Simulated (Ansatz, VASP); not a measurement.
WS2 in VASP and in Ansatz

```
W S
1.0
     5.45181    0.00000    0.00000
     1.81727    6.37046    0.00000
     0.00000    0.00000   24.44282
W S
7 14
Direct
  0.52859 0.99733 0.31772
  0.01198 0.99811 0.36781
  0.49381 0.99818 0.43520
  0.00291 0.99826 0.50000
  0.49381 0.99818 0.56480
  0.01198 0.99811 0.63219
  0.52859 0.99733 0.68228
  0.74191 0.24414 0.30372
  0.90778 0.75175 0.30358
  0.24023 0.25398 0.37214
  0.41094 0.74143 0.37233
  0.75443 0.23854 0.43437
  0.91480 0.75787 0.43440
  0.25210 0.24506 0.50000
  0.41696 0.75129 0.50000
  0.75443 0.23854 0.56563
  0.91480 0.75787 0.56560
  0.24023 0.25398 0.62786
  0.41094 0.74143 0.62767
  0.74191 0.24414 0.69628
  0.90778 0.75175 0.69642
```

Alike in both runs: functional PBEsol; k mesh 5 × 4 × 1; occupations gaussian, width 0.05 eV; no spin polarisation.

Ansatz relaxed the structure, and its values are those at the end. VASP's run is a single point on that final structure, the one shown.

```csv
,VASP,Ansatz
version,VASP 6.6.1,Ansatz 0.2.0
potentials or method,"VASP PAW PBE potentials, release 64 (W_sv, S), cutoff 520 eV","scalar-relativistic, plane waves, PAW"
valence electrons in the cell,182,182
```

```csv
,VASP,Ansatz,Ansatz less VASP
gap on the k mesh at the Fermi level (eV),0.13,0.13,-0.003
least direct gap on the mesh (eV),0.33,0.33,-0.001
rms of the force components (eV/Å),0.012,0.002,-0.0100
```

VASP's potentials were made for PBE, not for PBEsol.

Spin-orbit coupling is off throughout.
